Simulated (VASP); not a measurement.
In:

```
CELL_PARAMETERS angstrom
-1.62615 1.62615 2.47395
1.62615 -1.62615 2.47395
1.62615 1.62615 -2.47395
ATOMIC_POSITIONS crystal
In 0.00000 0.00000 0.00000
```

Program: VASP 6.6.1. Alike in all runs: no spin polarisation; cell as given; k mesh 14 × 14 × 14; cutoff (eV) 520; smearing fermi-dirac 0.05 eV.

Q: Order these runs on this cell by their pressure, lowest first.
A. level PBE; potentials or basis VASP PAW PBE potentials, release 64 (In_d)
B. level PBEsol; potentials or basis VASP PAW PBE potentials, release 64 (In_d)
C. level LDA; potentials or basis VASP PAW LDA potentials, release 64 (In_d)

A: C (-2.7 GPa), B (-1.1 GPa), A (1.9 GPa).

Caveats: the PAW data sets were made with another functional, which shifts forces and pressure a little (some runs).
